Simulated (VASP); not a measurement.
A run of VASP 6.6.1 is set up as follows.

Contents of INCAR:

```
  PREC = Accurate
  ENCUT = 600
  EDIFF = 1E-6
  ISMEAR = -1
  SIGMA = 0.08
  LREAL = F
  LASPH = T
  NELM = 60
  ALGO = Normal
  ISIF = 3
  LWAVE = F
  LCHARG = F
  GGA = PE
  IBRION = 2
  NSW = 60
  EDIFFG = -0.005
  PSTRESS = 230.0
```

File KPOINTS:

```
Automatic mesh
0
Gamma
  19 19 17
```

The input POSCAR:

```
F
1.0
    2.1598445172      0.0000000000      0.0000000000
   -1.0799222586      1.8704802201      0.0000000000
    0.0000000000      0.0000000000      2.0302538461
F
1
Direct
    0.0000000000      0.0000000000      0.0000000000
```

Potentials or basis: VASP PAW PBE potentials, release 64 (F).

Command:

```sh
$ cat potpaw_PBE.64/F/POTCAR > POTCAR
$ mpirun -np 1 vasp_std > vasp.out
```

Q: Predict the relaxed cell.

A: a = 2.441 Å, b = 2.441 Å, c = 1.661 Å, α = 90.00°, β = 90.00°, γ = 120.00°.

Q: Estimate the space group after relaxing (to 0.05 Å).

A: P6/mmm (No. 191).

Q: Estimate the relaxed volume.

A: 8.57 Å³/atom.

Stress tensor (GPa, compression positive):
```
22.91  0.00  0.00
 0.00 22.91  0.00
 0.00  0.00 23.03
```

Caveat: the cell is relaxed towards a set pressure, so the enthalpy falls and the energy may rise; an odd number of electrons without spin polarisation forces a metal; a magnetic or distorted state may lie lower.
